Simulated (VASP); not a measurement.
**TiO2: single point with BLYP**

Crystal: TiO2.

```
Ti O
1.0
     6.18158   -1.88485   -0.01411
     6.18158    1.88485   -0.01411
    -1.95161    0.00000    6.42000
Ti O
4 8
Direct
  0.89981 0.89981 0.28767
  0.19258 0.19258 0.27883
  0.10019 0.10019 0.71233
  0.80742 0.80742 0.72117
  0.36085 0.36085 0.29119
  0.26499 0.26499 0.65742
  0.86881 0.86881 0.99668
  0.73501 0.73501 0.34258
  0.94212 0.94212 0.63059
  0.13119 0.13119 0.00332
  0.63915 0.63915 0.70881
  0.05788 0.05788 0.36941
```

```json
{
 "Program": "VASP 6.6.1",
 "Task": "single point",
 "Functional": "BLYP",
 "Potentials or basis": "VASP PAW PBE potentials, release 64 (Ti_sv, O)",
 "Cutoff": "520 eV",
 "k mesh": "8 × 8 × 4",
 "Occupations": "fermi-dirac, width 0.05 eV",
 "Spin": "no spin polarisation"
}
```

```json
{"Pressure": "1.0 GPa", "Largest force": "0.157 eV/Å", "Band gap on the k mesh": "2.66 eV (least direct gap 2.84 eV)"}
```

Forces on the atoms (eV/Å):
```
Ti  -0.064  0.000  0.057
Ti   0.025  0.000  0.155
Ti   0.064  0.000 -0.057
Ti  -0.025  0.000 -0.155
O    0.005  0.000 -0.001
O   -0.005  0.000 -0.021
O    0.031  0.000  0.092
O    0.005  0.000  0.021
O   -0.049  0.000 -0.035
O   -0.031  0.000 -0.092
O   -0.005  0.000  0.001
O    0.049  0.000  0.035
```

Stress tensor (GPa, compression positive):
```
0.92 0.00 0.10
0.00 0.87 0.00
0.10 0.00 1.23
```

Levels at points of the mesh, in eV from the valence-band top:
```csv
k point,band 46,band 47,band 48,band 49,band 50,band 51
"(0.00, 0.00, 0.00)",-0.71,-0.34,-0.18,2.66,3.01,3.21
"(0.50, 0.00, 0.00)",-0.46,-0.21,-0.13,3.03,3.10,3.48
"(0.50, 0.50, 0.00)",-0.62,-0.38,-0.13,2.81,2.85,3.36
"(0.00, 0.00, 0.50)",-0.68,-0.53,-0.40,2.78,3.03,3.23
"(0.50, 0.00, 0.50)",-0.51,-0.08,-0.01,3.08,3.09,3.36
"(0.50, 0.50, 0.50)",-0.43,-0.21,-0.21,2.93,3.00,3.18
```

Run time: 10 min on 1 thread of Intel(R) Xeon(R) 6975P-C (Granite Rapids) (shared host), peak memory 0.66 GiB.

Caveat: the PAW data sets were made with another functional, which shifts forces and pressure a little. A k mesh can miss the band edges.
